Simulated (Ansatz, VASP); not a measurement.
## MgO: VASP beside Ansatz

Contents of INCAR:

```
SYSTEM = MgO
PREC = Accurate
ENCUT = 750
EDIFF = 1E-6
ISMEAR = 0
SIGMA = 0.05
LREAL = .FALSE.
LASPH = .TRUE.
NELM = 120
ALGO = Normal
ISIF = 2
LWAVE = .FALSE.
LCHARG = .FALSE.
GGA = CA
NBANDS = 15
GGA_COMPAT = .FALSE.
```

File KPOINTS:

```
regular mesh
0
G
  9 9 8
  0 0 0
```

The input POSCAR:

```
MgO
1.0
    3.0261615305      0.0000000000      0.0000000000
   -1.5130807653      2.6207327614      0.0000000000
    0.0000000000      0.0000000000      2.7198752000
Mg O
1 1
Direct
    0.0000000000      0.0000000000      0.0000000000
    0.3333333333      0.6666666667      0.5000000000
```

Input for Ansatz:

```yaml
crystal:
  lattice:
    - [3.0261615305, 0.0, 0.0]
    - [-1.5130807653, 2.6207327614, 0.0]
    - [0.0, 0.0, 2.7198752]
  atoms:
    - { symbol: Mg, position: [0.0, 0.0, 0.0] }
    - { symbol: O, position: [0.3333333333, 0.6666666667, 0.5] }
basis:
  ecutwfc: 420
kpoints:
  mp_grid: { grid: [9, 9, 8] }
hamiltonian:
  xc: lda
scf:
  occupations: { method: gaussian, width: 0.05 }
output:
  forces: true
  stress: true
  eigenvalues: true
```

Change from the starting cell: strain +0.030 along x and y, +0.015 along z, atoms carried along.

Alike in both runs: task single point; functional LDA; k mesh 9 × 9 × 8; occupations gaussian, width 0.05 eV; no spin polarisation.

|  | VASP | Ansatz |
| --- | --- | --- |
| version | VASP 6.6.1 | Ansatz 0.2.0 |
| potentials or method | VASP PAW LDA potentials, release 64 (Mg_sv, O), cutoff 750 eV | scalar-relativistic, plane waves, PAW |
| valence electrons in the cell | 16 | 16 |

Ansatz gave:

- gap on the k mesh at the Fermi level (eV): 2.35
- least direct gap on the mesh (eV): 2.71
- pressure (GPa): -16.6
- traceless stress, the component that is largest in VASP (GPa): 2.32

Problem. Estimate VASP's values.

Solution. gap on the k mesh at the Fermi level (eV): 2.36; least direct gap on the mesh (eV): 2.72; pressure (GPa): -16.9; traceless stress, the component that is largest in VASP (GPa): 2.40.

LDA's correlation is that of Perdew and Zunger in VASP and of Perdew and Wang (1992) in Ansatz.
